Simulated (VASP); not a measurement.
# MoS2 (R3m) in VASP: notebook, part 2 of 2

VASP 6.6.1. Earlier steps stand in the parts before.

## Step 4: Relaxation of cell and atoms, PBEsol

Contents of INCAR:

```
PREC = Accurate
ENCUT = 300
EDIFF = 1E-7
ISMEAR = 0
SIGMA = 0.02
LREAL = F
LASPH = T
NELM = 80
ALGO = Normal
ISIF = 3
LWAVE = F
LCHARG = F
GGA = PS
IBRION = 2
NSW = 90
EDIFFG = -0.005
```

Contents of KPOINTS:

```
regular mesh
0
Gamma
  12 12 12
```

Contents of POSCAR:

```
MoS2
1.0
    1.5921519200      0.9192293400      6.4820983800
   -1.5921519200      0.9192293400      6.4820983800
    0.0000000000     -1.8384586700      6.4820983800
Mo S
1 2
Direct
    0.0002249600      0.0002249600      0.0002249600
    0.5870697800      0.5870697800      0.5870697800
    0.7467042600      0.7467042600      0.7467042600
```

Potentials or basis: VASP PAW PBE potentials, release 64 (Mo_sv, S).

Run with:

```
cat potpaw_PBE.64/Mo_sv/POTCAR potpaw_PBE.64/S/POTCAR > POTCAR
mpirun -np 1 vasp_std > vasp.out
```

OUTCAR:

```text
PREC = Accurate
   ENCUT = 300
   EDIFF = 1E-7
   ISMEAR = 0
   LREAL = F
   LASPH = T
   NELM = 80
   ISIF = 3
   GGA = PS
   IBRION = 2
   NSW = 90
   EDIFFG = -0.005

 ion  position               nearest neighbor table
   1  0.000  0.000  0.000-   3 2.41   3 2.41   3 2.41   2 2.41   2 2.41   2 2.41
   2  0.587  0.587  0.587-   1 2.41   1 2.41   1 2.41
   3  0.747  0.747  0.747-   1 2.41   1 2.41   1 2.41

  LATTYP: Found a trigonal (rhomboedric) cell.
 ALAT       =     6.7377688981
 COS(alpha) =     0.8883222175

  Lattice vectors:

 A1 = (   1.5921519200,   0.9192293400,   6.4820983800)
 A2 = (  -1.5921519200,   0.9192293400,   6.4820983800)
 A3 = (   0.0000000000,  -1.8384586700,   6.4820983800)

Analysis of symmetry for initial positions (statically):
=====================================================================
[... 367 lines left out ...]
  ext. energy  EPLUGINS =         0.00000000
  ---------------------------------------------------
  free energy    TOTEN  =       -23.45706187 eV

  energy without entropy =      -23.45706187  energy(sigma->0) =      -23.45706187

 E-fermi :   7.8967     XC(G=0): -11.0717

 val. band max:        7.6325098766   @ k =   0.5000   0.5000   0.5000
 cond. band min:       8.5544883398   @ k =  -0.1667   0.1667   0.0000
 fundamental gap:      0.9219784632
 Fermi energy:         7.8966987608

 k-point     1 :       0.0000    0.0000    0.0000
  band No.  band energies     occupation
      1     -53.7234      2.00000
      2     -27.9535      2.00000
      3     -27.6877      2.00000
      4     -27.6877      2.00000
      5      -7.4385      2.00000
      6      -5.7234      2.00000
[... 457 lines left out ...]
      4     -27.8557      2.00000
      5      -5.1713      2.00000
      6      -5.0149      2.00000
[... 9 lines left out ...]
     16      10.3760      0.00000
     17      11.6738      0.00000

 [... further k-points ...]
[... 5 lines left out ...]
  --------------------------------------------------------------------------------------
  -------------------------------------------------------------------------------------
  Total       -0.0013808     -0.0013808      0.0062230      0.0000000      0.0000000     -0.0000000
  in kB       -0.0420287     -0.0420287      0.1894127      0.0000000      0.0000000     -0.0000000
  external PRESSURE =       0.0351184 kB  Pullay stress =       0.0000000 kB
[... 18 lines left out ...]
  FREE ENERGIE OF THE ION-ELECTRON SYSTEM (eV)
  ---------------------------------------------------
  free  energy   TOTEN  =       -23.4570618682 eV

  energy  without entropy=      -23.4570618682  energy(sigma->0) =      -23.45706187

 reached required accuracy - stopping structural energy minimisation
```

OSZICAR:

```text
N       E                     dE             d eps       ncg     rms          rms(c)
DAV:   1     0.105273681633E+03    0.10527E+03   -0.10597E+04  7546   0.950E+02
[... 372 lines left out ...]
DAV:   2    -0.234571377797E+02    0.17137E-03   -0.23767E-03  6571   0.358E-01    0.777E-02
DAV:   3    -0.234570664909E+02    0.71289E-04   -0.36141E-04  6623   0.109E-01    0.190E-02
DAV:   4    -0.234570600870E+02    0.64040E-05   -0.41508E-05  6451   0.483E-02    0.173E-02
DAV:   5    -0.234570609493E+02   -0.86227E-06   -0.23364E-06  7879   0.116E-02    0.123E-02
DAV:   6    -0.234570617536E+02   -0.80437E-06   -0.12011E-06  6831   0.611E-03    0.162E-03
DAV:   7    -0.234570618699E+02   -0.11623E-06   -0.10405E-07  3213   0.239E-03    0.851E-04
DAV:   8    -0.234570618682E+02    0.16985E-08   -0.11277E-08  3213   0.794E-04
  38 F= -.23457062E+02 E0= -.23457062E+02  d E =-.128970E-04
```

Wall time 58 min (1 thread of Intel Xeon Platinum 8488C (Sapphire Rapids), shared host); peak memory 0.29 GiB.

Results:

```yaml
Free_energy: -23.4571 eV
Relaxed_volume: 17.55 Å³/atom
Relaxed_cell: a = 6.424 Å, b = 6.424 Å, c = 6.424 Å, α = 28.29°, β = 28.29°, γ = 28.29°
Space_group_after_relaxing_to_0.1_Å: R3m (No. 160)
Energy_gained_by_relaxing: 10.0 meV/atom
Ionic_steps: 38
Pressure_after_relaxing: 0.0 GPa
Band_gap_on_the_k_mesh: 0.92 eV (least direct gap 1.81 eV)
```

Step by step:
| step | energy change (eV) | largest force (eV/Å) | pressure (GPa) | volume (Å³) |
| --- | --- | --- | --- | --- |
| 1 | 0.0000 | 0.1270 | -3.51 | 56.92 |
| 2 | 0.0222 | 0.8941 | 6.31 | 53.56 |
| 3 | -0.0172 | 0.2585 | 0.11 | 55.55 |
| 4 | -0.0214 | 0.0002 | -0.18 | 55.25 |
| 5 | -0.0216 | 0.0450 | -0.13 | 55.30 |
| 6 | -0.0220 | 0.0544 | -0.03 | 55.18 |
| 7 | -0.0232 | 0.0839 | 0.28 | 54.82 |
| 8 | -0.0245 | 0.1448 | 0.94 | 54.10 |
| 9 | -0.0228 | 0.2765 | 2.44 | 52.66 |
| 10 | -0.0245 | 0.1861 | 1.35 | 53.72 |
| 11 | -0.0246 | 0.1849 | 1.35 | 53.71 |
| 12 | -0.0248 | 0.1811 | 1.33 | 53.68 |
| 13 | -0.0252 | 0.1732 | 1.30 | 53.62 |
| 14 | -0.0258 | 0.1578 | 1.23 | 53.49 |
| 15 | -0.0270 | 0.1276 | 1.11 | 53.24 |
| 16 | -0.0287 | 0.0694 | 0.88 | 52.75 |
| 17 | -0.0283 | 0.0460 | 0.57 | 51.75 |
| 18 | -0.0291 | 0.0275 | 0.77 | 52.32 |
| 19 | -0.0295 | 0.0107 | 0.52 | 52.45 |
| 20 | -0.0299 | 0.0261 | 0.00 | 52.75 |
| 21 | -0.0299 | 0.0292 | -0.04 | 52.78 |
| 22 | -0.0300 | 0.0167 | -0.01 | 52.78 |
| 23 | -0.0300 | 0.0121 | 0.06 | 52.80 |
| 24 | -0.0300 | 0.0076 | 0.01 | 52.81 |
| 25 | -0.0300 | 0.0047 | -0.03 | 52.82 |
| 26 | -0.0300 | 0.0054 | -0.02 | 52.82 |
| 27 | -0.0301 | 0.0077 | -0.01 | 52.81 |
| 28 | -0.0301 | 0.0123 | 0.01 | 52.78 |
| 29 | -0.0301 | 0.0215 | 0.04 | 52.74 |
| 30 | -0.0301 | 0.0169 | 0.03 | 52.76 |
| 31 | -0.0301 | 0.0165 | 0.02 | 52.76 |
| 32 | -0.0301 | 0.0150 | 0.02 | 52.76 |
| 33 | -0.0301 | 0.0123 | 0.00 | 52.75 |
| 34 | -0.0301 | 0.0069 | -0.03 | 52.73 |
| 35 | -0.0301 | 0.0040 | -0.10 | 52.69 |
| 36 | -0.0301 | 0.0006 | -0.07 | 52.71 |
| 37 | -0.0301 | 0.0009 | -0.05 | 52.69 |
| 38 | -0.0301 | 0.0015 | 0.00 | 52.64 |

Final structure:
```
Mo S
1.0
     1.57020    0.90656    6.16309
    -1.57020    0.90656    6.16309
     0.00000   -1.81311    6.16309
Mo S
1 2
Direct
  0.00024 0.00024 0.00024
  0.58260 0.58260 0.58260
  0.75116 0.75116 0.75116
```

Levels at points of the mesh, in eV from the valence-band top:
```
           k point  band 11  band 12  band 13  band 14  band 15  band 16
(0.00, 0.00, 0.00)    -2.17    -1.27    -1.24     2.15     2.15     2.54
(0.50, 0.00, 0.00)    -2.36    -1.49    -1.46     1.75     2.12     3.54
(0.50, 0.50, 0.00)    -2.95    -1.68    -1.27     1.71     2.27     3.05
(0.50, 0.50, 0.50)    -2.14    -2.14     0.00     2.25     2.25     2.41
```

Caveat: the cutoff is under 1.25 times the usual one of these potentials, so pressure, stress and relaxed cells hold a basis-set (Pulay) error; the PAW data sets were made with another functional, which shifts forces and pressure a little. A k mesh can miss the band edges.

## Step 5: Overview

| level | potentials or basis | cutoff (eV) | gap on the mesh (eV) | pressure (GPa) | relaxed volume (Å³/atom) |
| --- | --- | --- | --- | --- | --- |
| LDA | VASP PAW LDA potentials, release 64 (Mo_sv, S) | 600 | 0.75 | 0.0 | 16.93 |
| PBE+D3(BJ) | VASP PAW PBE potentials, release 64 (Mo_sv, S) | 600 | 0.80 | 0.0 | 17.20 |
| PBEsol | VASP PAW PBE potentials, release 64 (Mo_sv, S) | 300 | 0.92 | 0.0 | 17.55 |

Alike in all rows: task relaxation of cell and atoms; no spin polarisation; cell relaxed; k mesh 12 × 12 × 12; smearing gaussian 0.02 eV.

Caveats: the cutoff is under 1.25 times the usual one of these potentials, so pressure, stress and relaxed cells hold a basis-set (Pulay) error (at least some runs); the PAW data sets were made with another functional, which shifts forces and pressure a little (at least some runs).

Absolute energies hang on the potentials; compare differences alone.
